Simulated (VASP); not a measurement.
Wanted: the native input for a VASP 6.6.1 run.

```yaml
Task: relaxation of cell and atoms
Functional: PBEsol
Potentials_or_basis: VASP PAW PBE potentials, release 64 (Si, Ni)
Cutoff: 600 eV
k_mesh: 14 × 14 × 14
Occupations: fermi-dirac, width 0.1 eV
Spin: no spin polarisation
Target_pressure: 2 GPa
Dipole_correction: no
Further_INCAR_settings: ALGO = Normal; EDIFF = 1e-07; IBRION = 2; EDIFFG = -0.002; NSW = 100; ISIF = 3
```

The structure of Si2Ni lies in POSCAR:

```
Si2Ni
1.0
    0.0000000000      2.6954857304      2.6954857304
    2.6954857304      0.0000000000      2.6954857304
    2.6954857304      2.6954857304      0.0000000000
Si Ni
2 1
Direct
    0.2500000000      0.2500000000      0.2500000000
    0.7500000000      0.7500000000      0.7500000000
    0.0000000000      0.0000000000      0.0000000000
```

The input as run:

INCAR

```
PREC = Accurate
ENCUT = 600
EDIFF = 1E-7
ISMEAR = -1
SIGMA = 0.1
LREAL = F
LASPH = T
NELM = 60
ALGO = Normal
ISIF = 3
LWAVE = F
LCHARG = F
GGA = PS
IBRION = 2
NSW = 100
EDIFFG = -0.002
PSTRESS = 20.0
```

KPOINTS

```
regular mesh
0
Gamma
  14 14 14
```

Potentials or basis: VASP PAW PBE potentials, release 64 (Si, Ni).

The run is started by

```sh
$ cat potpaw_PBE.64/Si/POTCAR potpaw_PBE.64/Ni/POTCAR > POTCAR
$ mpirun -np 1 vasp_std > vasp.out
```

Results of the run:

```json
{"Relaxed volume": "12.91 Å³/atom", "Relaxed cell": "a = 3.797 Å, b = 3.797 Å, c = 3.797 Å, α = 60.00°, β = 60.00°, γ = 60.00°", "Space group after relaxing (to 0.1 Å)": "Fm-3m (No. 225)", "Energy change on relaxing (the run minimises the enthalpy)": "+1.0 meV/atom", "Ionic steps": "3", "Pressure after relaxing": "2.0 GPa", "Band gap on the k mesh": "zero (bands 9 and 10 overlap by 2.13 eV)"}
```

Caveat: the cell is relaxed towards a set pressure, so the run minimises the enthalpy, not the energy; the PAW data sets were made with another functional, which shifts forces and pressure a little.

It took 3 min on 1 thread of Intel(R) Xeon(R) Platinum 8375C CPU @ 2.90GHz (Ice Lake), with other jobs on the host, peak memory 0.22 GiB.
